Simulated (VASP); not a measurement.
Ba: single point with PBE

Ba:

```xyz
1
Lattice="-2.5065 2.5065 2.5065 2.5065 -2.5065 2.5065 2.5065 2.5065 -2.5065" Properties=species:S:1:pos:R:3 pbc="T T T"
Ba    0.0000    0.0000    0.0000
```

| Property | Result |
| --- | --- |
| Program | VASP 6.6.1 |
| Task | single point |
| Functional | PBE |
| Potentials or basis | VASP PAW PBE potentials, release 64 (Ba_sv) |
| Cutoff | 520 eV |
| k mesh | 8 × 8 × 8 |
| Occupations | fermi-dirac, width 0.05 eV |
| Spin | no spin polarisation |
| Dipole correction | no |
| Further INCAR settings | ALGO = Fast; EDIFF = 1e-06; NBANDS = 11 |

```yaml
Pressure: 0.0 GPa
Band_gap_on_the_k_mesh: zero (band 5 reaches 2.17 eV, above the bottom of band 6 at 1.10 eV)
```

Levels at points of the mesh, in eV from the Fermi level:
| k point | band 3 | band 4 | band 5 | band 6 | band 7 | band 8 |
| --- | --- | --- | --- | --- | --- | --- |
| (0.00, 0.00, 0.00) | -13.82 | -13.82 | -2.73 | 1.85 | 1.85 | 1.85 |
| (0.50, 0.00, 0.00) | -13.96 | -13.82 | -0.87 | 0.71 | 1.27 | 3.22 |
| (0.50, 0.50, 0.50) | -14.14 | -14.14 | -0.53 | -0.53 | 4.38 | 4.38 |

It took 6 s on 1 thread of Intel(R) Xeon(R) 6975P-C (Granite Rapids), with other jobs on the host, peak memory 0.18 GiB.

Caveat: spin-orbit coupling is left out, which moves the levels of the heavy elements.
